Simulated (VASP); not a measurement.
Here is a VASP 6.6.1 calculation.

INCAR

```
SYSTEM = B
  PREC = Accurate
  ENCUT = 520
  EDIFF = 1E-6
  ISMEAR = -1
  SIGMA = 0.1
  LREAL = .FALSE.
  LASPH = .TRUE.
  NELM = 60
  ALGO = Normal
  ISIF = 2
  LWAVE = .FALSE.
  LCHARG = .FALSE.
  GGA = PE
  NBANDS = 8
```

The input KPOINTS:

```
regular mesh
0
G
  23 23 23
  0 0 0
```

Contents of POSCAR:

```
B
1.0
    0.0000000000      1.4332700180      1.4332700180
    1.4332700180      0.0000000000      1.4332700180
    1.4332700180      1.4332700180      0.0000000000
B
1
Direct
    0.0000000000      0.0000000000      0.0000000000
```

Potentials or basis: VASP PAW PBE potentials, release 64 (B).

Command:

```bash
$ cat potpaw_PBE.64/B/POTCAR > POTCAR
$ mpirun -np 1 vasp_std > vasp.out
```

**Question.** What does it give for the pressure?

**Answer.** 0.0 GPa.
